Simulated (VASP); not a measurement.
Here is a VASP 6.6.1 calculation.

Contents of INCAR:

```
PREC = Accurate ; ENCUT = 520
EDIFF = 1E-6 ; ISMEAR = 0
SIGMA = 0.1 ; LREAL = F
LASPH = T ; NELM = 100
ALGO = Normal ; ISIF = 2
LWAVE = F ; LCHARG = F
GGA = PE ; NBANDS = 20
```

The input KPOINTS:

```
Automatic mesh
0
Gamma
  12 12 12
```

Contents of POSCAR:

```
Al3BP2
1.0
    3.1021274112      1.7910140959      2.7607776538
   -3.1021274112      1.7910140959      2.7607776538
    0.0000000000     -3.5820281919      2.7607776538
Al B P
3 1 2
Direct
    0.0000000000      0.5000000000      0.5000000000
    0.5000000000      0.5000000000      0.0000000000
    0.5000000000      0.0000000000      0.5000000000
    0.5000000000      0.5000000000      0.5000000000
    0.1295259076      0.1295259076      0.1295259076
    0.8704740924      0.8704740924      0.8704740924
```

Potentials or basis: VASP PAW PBE potentials, release 64 (Al, B, P).

Command:

```bash
$ cat potpaw_PBE.64/Al/POTCAR potpaw_PBE.64/B/POTCAR potpaw_PBE.64/P/POTCAR > POTCAR
$ mpirun -np 1 vasp_std > vasp.out
```

Question: What does it give for the largest force?

Answer: 0.049 eV/Å.

Question: Estimate the band gap on the k mesh.

Answer: Zero (bands 11 and 12 overlap by 2.47 eV).

Question: Predict the pressure.

Answer: -0.1 GPa.

Forces in eV/Å, atoms in the order of the input:
```
Al   0.000  0.000  0.000
Al   0.000  0.000  0.000
Al   0.000  0.000  0.000
B    0.000  0.000  0.000
P    0.000  0.000 -0.049
P    0.000  0.000  0.049
```
